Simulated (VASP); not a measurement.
Here is a VASP 6.6.1 calculation.

The input INCAR:

```
SYSTEM = PbSe
ALGO = Normal ; EDIFF = 1E-6
ENCUT = 520 ; GGA = PE
ISIF = 2 ; ISMEAR = 0
LASPH = .True. ; LCHARG = .True.
LELF = .True. ; LREAL = .False.
LVHAR = .True. ; LWAVE = .False.
NBANDS = 17 ; NELM = 60
PREC = Accurate ; SIGMA = 0.03
```

The input KPOINTS:

```
k-points
0
Gamma
  10 10 10
  0 0 0
```

File POSCAR:

```
PbSe
1.0
    0.0000000000      3.0621500000      3.0621500000
    3.0621500000      0.0000000000      3.0621500000
    3.0621500000      3.0621500000      0.0000000000
Pb Se
1 1
Direct
    0.0000000000      0.0000000000      0.0000000000
    0.4285632644      0.4285632644      0.5714367356
```

Potentials or basis: VASP PAW PBE potentials, release 64 (Pb_d, Se).

The run is started by

```console
$ cat potpaw_PBE.64/Pb_d/POTCAR potpaw_PBE.64/Se/POTCAR > POTCAR
$ mpirun -np 1 vasp_std > vasp.out
```

What does it give for the band gap on the k mesh?

1.23 eV, indirect (least direct gap 1.37 eV).

Predict the pressure.

5.5 GPa.

What does it give for the largest force?

1.336 eV/Å.

Forces on the atoms (eV/Å):
```
Pb   0.000  0.000 -1.336
Se   0.000  0.000  1.336
```

Caveat: the cell differs from its parent crystal (all Se atoms moved +0.438 Å, as atom 2 towards its neighbour atom 1 (Pb) at 3.062 Å); spin-orbit coupling is left out, which moves the levels of the heavy elements; forces of over 1 eV/Å act on the atoms, so gaps and moduli don't describe the material at rest. A k mesh can miss the band edges.
